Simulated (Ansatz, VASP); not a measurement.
## SrAgO3: VASP beside Ansatz

Contents of INCAR:

```
SYSTEM = SrAgO3
  PREC = Accurate
  ENCUT = 600
  EDIFF = 1E-6
  ISMEAR = 0
  SIGMA = 0.1
  LREAL = .False.
  LASPH = .True.
  NELM = 80
  ALGO = Normal
  ISIF = 3
  LWAVE = .False.
  LCHARG = .False.
  IBRION = 2
  NSW = 70
  EDIFFG = -0.005
```

Contents of KPOINTS:

```
Automatic mesh
0
Gamma
  10 10 10
  0 0 0
```

File POSCAR:

```
SrAgO3
1.0
    4.0951100421      0.0000000000      0.0000000000
    0.0000000000      4.0951100421      0.0000000000
    0.0000000000      0.0000000000      4.0951100421
Sr Ag O
1 1 3
Direct
    0.0000000000      0.0000000000      0.0000000000
    0.5000000000      0.5000000000      0.5000000000
    0.5000000000      0.5000000000      0.0000000000
    0.5000000000      0.0000000000      0.5000000000
    0.0000000000      0.5000000000      0.5000000000
```

Input for Ansatz:

```yaml
crystal:
  lattice:
    - [4.0951100421, 0.0, 0.0]
    - [0.0, 4.0951100421, 0.0]
    - [0.0, 0.0, 4.0951100421]
  atoms:
    - { symbol: Sr, position: [0.0, 0.0, 0.0] }
    - { symbol: Ag, position: [0.5, 0.5, 0.5] }
    - { symbol: O, position: [0.5, 0.5, 0.0] }
    - { symbol: O, position: [0.5, 0.0, 0.5] }
    - { symbol: O, position: [0.0, 0.5, 0.5] }
basis:
  ecutwfc: 420
kpoints:
  mp_grid: { grid: [10, 10, 10] }
hamiltonian:
  xc: lda
scf:
  occupations: { method: gaussian, width: 0.1 }
output:
  forces: true
  stress: true
  eigenvalues: true
relax:
  adjacent_minimum: "off"
  f_tol: 0.005
  max_steps: 50
  cell: { stress_tol: 0.05 }
```

Alike in both runs: task relaxation of cell and atoms; functional LDA; k mesh 10 × 10 × 10; occupations gaussian, width 0.1 eV; no spin polarisation.

|  | VASP | Ansatz |
| --- | --- | --- |
| version | VASP 6.6.1 | Ansatz 0.2.0 |
| potentials or method | VASP PAW LDA potentials, release 64 (Sr_sv, Ag, O), cutoff 600 eV | scalar-relativistic, plane waves, PAW |
| valence electrons in the cell | 39 | 47 |

```tsv
	VASP	Ansatz	Ansatz less VASP
gap on the k mesh at the Fermi level, each at its own relaxed structure (eV)	none	none	-
relaxed volume (Å³/atom)	12.57	12.53	-0.036
relaxed cell length with the largest relative difference (Å)	3.975	3.972	-0.0038
```

LDA's correlation is that of Perdew and Zunger in VASP and of Perdew and Wang (1992) in Ansatz. A gap of «none» marks a metal or a gap that the smearing closes. VASP's potentials hold 39 valence electrons a cell and Ansatz's 47, so a difference there can come from the potentials and not from the codes.
